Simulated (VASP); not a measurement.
# CaO (Fm-3m) in VASP: further runs, part 2 of 2

VASP 6.6.1.

## 3. Single point, LDA

This run uses another cell than the first one, of 13.89 Å³/atom, 1.055 times its volume.

Input file INCAR:

```
PREC = Accurate
ENCUT = 520
EDIFF = 1E-7
ISMEAR = -1
SIGMA = 0.05
LREAL = False
LASPH = True
NELM = 100
ALGO = Normal
ISIF = 2
LWAVE = False
LCHARG = True
LELF = True
LVHAR = True
NBANDS = 15
```

Input file KPOINTS:

```
Automatic mesh
0
Gamma
  10 10 10
```

Input file POSCAR:

```
CaO
1.0
    0.0000000000      2.4035556960      2.4035556960
    2.4035556960      0.0000000000      2.4035556960
    2.4035556960      2.4035556960      0.0000000000
Ca O
1 1
Direct
    0.0000000000      0.0000000000      0.0000000000
    0.5000000000      0.5000000000      0.5000000000
```

Potentials or basis: VASP PAW LDA potentials, release 64 (Ca_sv, O).

The run is started by

```
$ cat potpaw_LDA.64/Ca_sv/POTCAR potpaw_LDA.64/O/POTCAR > POTCAR
$ mpirun -np 1 vasp_std > vasp.out
```

OUTCAR:

```text
PREC = Accurate
   ENCUT = 520
   EDIFF = 1E-7
   ISMEAR = -1
   LREAL = False
   LASPH = True
   NELM = 100
   ISIF = 2

 ion  position               nearest neighbor table
   1  0.000  0.000  0.000-   2 2.40   2 2.40   2 2.40   2 2.40   2 2.40   2 2.40
   2  0.500  0.500  0.500-   1 2.40   1 2.40   1 2.40   1 2.40   1 2.40   1 2.40

  LATTYP: Found a face centered cubic cell.
 ALAT       =     4.8071113920

  Lattice vectors:

 A1 = (   0.0000000000,   2.4035556960,   2.4035556960)
[... 618 lines left out ...]
------------------------ aborting loop because EDIFF is reached ----------------------------------------

  FORCE on cell =-STRESS in cart. coord.  units (eV):
  Direction    XX          YY          ZZ          XY          YZ          ZX
  --------------------------------------------------------------------------------------
  -------------------------------------------------------------------------------------
  Total       -1.0884058     -1.0884058     -1.0884058      0.0000000     -0.0000000     -0.0000000
  in kB      -62.7926550    -62.7926550    -62.7926550      0.0000000     -0.0000000     -0.0000000
  external PRESSURE =     -62.7926550 kB  Pullay stress =       0.0000000 kB

 VOLUME and BASIS-vectors are now :
 -----------------------------------------------------------------------------
  energy-cutoff  :      520.00
  volume of cell :       27.77
      direct lattice vectors                 reciprocal lattice vectors
     0.000000000  2.403555696  2.403555696    -0.208025136  0.208025136  0.208025136
     2.403555696  0.000000000  2.403555696     0.208025136 -0.208025136  0.208025136
     2.403555696  2.403555696  0.000000000     0.208025136  0.208025136 -0.208025136

 POSITION                                       TOTAL-FORCE (eV/Angst)
 -----------------------------------------------------------------------------------
      0.00000      0.00000      0.00000        -0.000000     -0.000000     -0.000000
      2.40356      2.40356      2.40356         0.000000      0.000000      0.000000
 -----------------------------------------------------------------------------------
    total drift:                                0.000000      0.000000      0.000000

  FREE ENERGIE OF THE ION-ELECTRON SYSTEM (eV)
  ---------------------------------------------------
  free  energy   TOTEN  =       -14.1920831087 eV

  energy  without entropy=      -14.1920831087  energy(sigma->0) =      -14.19208311
```

OSZICAR:

```text
N       E                     dE             d eps       ncg     rms          rms(c)
DAV:   1     0.120918849892E+03    0.12092E+03   -0.82730E+03  1410   0.109E+03
DAV:   2    -0.107528875695E+02   -0.13167E+03   -0.12236E+03  1760   0.288E+02
DAV:   3    -0.157582831489E+02   -0.50054E+01   -0.49686E+01  1740   0.583E+01
DAV:   4    -0.158921591409E+02   -0.13388E+00   -0.13380E+00  1940   0.844E+00
DAV:   5    -0.158934145447E+02   -0.12554E-02   -0.12554E-02  1699   0.786E-01    0.843E+00
DAV:   6    -0.143484556225E+02    0.15450E+01   -0.49109E+00  1537   0.216E+01    0.376E+00
DAV:   7    -0.142275769547E+02    0.12088E+00   -0.42171E-01  1578   0.672E+00    0.181E+00
DAV:   8    -0.141927529503E+02    0.34824E-01   -0.79190E-02  1788   0.292E+00    0.349E-01
DAV:   9    -0.141919721945E+02    0.78076E-03   -0.37821E-03  1558   0.474E-01    0.984E-02
DAV:  10    -0.141920983538E+02   -0.12616E-03   -0.22235E-04  1820   0.151E-01    0.388E-02
DAV:  11    -0.141920835118E+02    0.14842E-04   -0.19613E-05  1870   0.509E-02    0.639E-03
DAV:  12    -0.141920832385E+02    0.27324E-06   -0.29963E-06  1823   0.152E-02    0.408E-03
DAV:  13    -0.141920831167E+02    0.12185E-06   -0.31549E-07  1536   0.493E-03    0.700E-04
DAV:  14    -0.141920831087E+02    0.79547E-08   -0.11052E-08   845   0.173E-03
   1 F= -.14192083E+02 E0= -.14192083E+02  d E =-.105770E-10
```

It took 17 s on 1 thread of AMD EPYC 9R45 (Zen 5), shared host; peak memory 0.12 GiB.

Results:

| Item | Value |
| --- | --- |
| Free energy | -14.1921 eV |
| Pressure | -6.3 GPa |
| Band gap on the k mesh | 3.46 eV, indirect (least direct gap 3.84 eV) |

## 4. Single point, BLYP

This run uses another cell than the first one, of 13.89 Å³/atom, 1.055 times its volume.

Input file INCAR:

```
SYSTEM = CaO
  AGGAC = 1.0
  AGGAX = 1.0
  ALDAC = 0.0
  ALDAX = 1.0
  ALGO = Normal
  EDIFF = 1E-6
  ENCUT = 520
  GGA = B5
  ISIF = 2
  ISMEAR = -1
  LASPH = .TRUE.
  LCHARG = .FALSE.
  LREAL = .FALSE.
  LWAVE = .FALSE.
  NBANDS = 15
  NELM = 80
  PREC = Accurate
  SIGMA = 0.05
```

Input file KPOINTS:

```
k-points
0
G
  10 10 10
  0 0 0
```

POSCAR is that of step 3.

Potentials or basis: VASP PAW PBE potentials, release 64 (Ca_sv, O).

The run is started by

```
$ cat potpaw_PBE.64/Ca_sv/POTCAR potpaw_PBE.64/O/POTCAR > POTCAR
$ mpirun -np 1 vasp_std > vasp.out
```

Wall time 23 s (1 thread of AMD EPYC 9R45 (Zen 5), shared host); peak memory 0.13 GiB.

It converged, with:

| Item | Value |
| --- | --- |
| Free energy | -12.2843 eV |
| Pressure | 5.0 GPa |
| Band gap on the k mesh | 3.73 eV, indirect (least direct gap 4.10 eV) |

Levels at points of the mesh, in eV from the valence-band top:
| k point | band 4 | band 5 | band 6 | band 7 | band 8 | band 9 | band 10 | band 11 | band 12 | band 13 |
| --- | --- | --- | --- | --- | --- | --- | --- | --- | --- | --- |
| (0.00, 0.00, 0.00) | -18.49 | -15.42 | 0.00 | 0.00 | 0.00 | 4.99 | 6.17 | 6.17 | 6.17 | 7.64 |
| (0.50, 0.00, 0.00) | -18.54 | -14.26 | -2.57 | -1.20 | -1.20 | 7.06 | 8.24 | 8.24 | 8.82 | 10.28 |
| (0.50, 0.50, 0.00) | -18.71 | -15.19 | -1.25 | -0.37 | -0.37 | 3.73 | 7.99 | 8.76 | 9.37 | 9.37 |

Caveat: the PAW data sets were made with another functional, which shifts forces and pressure a little.

## 5. Relaxation of cell and atoms, PBEsol

This run uses another cell than the first one, of 13.89 Å³/atom, 1.055 times its volume.

Input file INCAR:

```
  ALGO = Normal
  EDIFF = 1E-6
  EDIFFG = -0.005
  ENCUT = 600
  GGA = PS
  IBRION = 2
  ISIF = 3
  ISMEAR = -1
  LASPH = T
  LCHARG = F
  LREAL = F
  LWAVE = F
  NELM = 60
  NSW = 80
  PREC = Accurate
  SIGMA = 0.05
```

Input file KPOINTS:

```
k-points
0
Gamma
  10 10 10
```

POSCAR is that of step 4.

The run is started by

```
$ cat potpaw_PBE.64/Ca_sv/POTCAR potpaw_PBE.64/O/POTCAR > POTCAR
$ mpirun -np 1 vasp_std > vasp.out
```

It took 32 s on 1 thread of AMD EPYC 9R45 (Zen 5), shared host; peak memory 0.15 GiB.

The run converged. Its results:

```
Free energy                            : -13.4145 eV
Relaxed volume                         : 13.61 Å³/atom
Relaxed cell                           : a = 3.376 Å, b = 3.376 Å, c = 3.376 Å, α = 60.00°, β = 60.00°, γ = 60.00°
Space group after relaxing (to 0.05 Å) : Fm-3m (No. 225)
Energy gained by relaxing              : 2.0 meV/atom
Ionic steps                            : 3
Pressure after relaxing                : 0.0 GPa
Band gap on the k mesh                 : 3.53 eV, indirect (least direct gap 3.90 eV)
```

Step by step:
```
step  energy change (eV)  largest force (eV/Å)  pressure (GPa)  volume (Å³)
   1              0.0000                0.0000           -2.23        27.77
   2             -0.0034                0.0000            0.92        27.00
   3             -0.0040                0.0000            0.00        27.21
```

Final structure:
```
CELL_PARAMETERS angstrom
0.00000 2.38734 2.38734
2.38734 0.00000 2.38734
2.38734 2.38734 0.00000
ATOMIC_POSITIONS crystal
Ca 0.00000 0.00000 0.00000
O 0.50000 0.50000 0.50000
```

Levels at points of the mesh, in eV from the valence-band top:
```
           k point  band 6  band 7  band 8  band 9  band 10  band 11
(0.00, 0.00, 0.00)    0.00    0.00    0.00    4.73     6.24     6.24
(0.50, 0.00, 0.00)   -2.74   -1.26   -1.26    7.11     8.48     8.49
(0.50, 0.50, 0.00)   -1.31   -0.37   -0.37    3.53     8.19     9.04
```

Caveat: the PAW data sets were made with another functional, which shifts forces and pressure a little.

## 6. Overview

```tsv
task	level	potentials or basis	cell	cutoff (eV)	gap on the mesh (eV)	pressure (GPa)
single point	PBEsol+D3(BJ)	VASP PAW PBE potentials, release 64 (Ca_sv, O)	a = 3.339 Å, angles 60.0°, 2 atoms	520	3.50	0.7
single point	LDA	VASP PAW LDA potentials, release 64 (Ca_sv, O)	a = 3.399 Å, angles 60.0°, 2 atoms	520	3.46	-6.3
single point	BLYP	VASP PAW PBE potentials, release 64 (Ca_sv, O)	a = 3.399 Å, angles 60.0°, 2 atoms	520	3.73	5.0
relaxation of cell and atoms	PBEsol	VASP PAW PBE potentials, release 64 (Ca_sv, O)	relaxed from a = 3.399 Å, angles 60.0°, 2 atoms	600	3.53	0.0
```

Alike in all rows: no spin polarisation; k mesh 10 × 10 × 10; smearing fermi-dirac 0.05 eV.

Caveats: the PAW data sets were made with another functional, which shifts forces and pressure a little (some runs).

Total energies depend on the potentials used, so only differences within one code and one set of settings carry meaning.
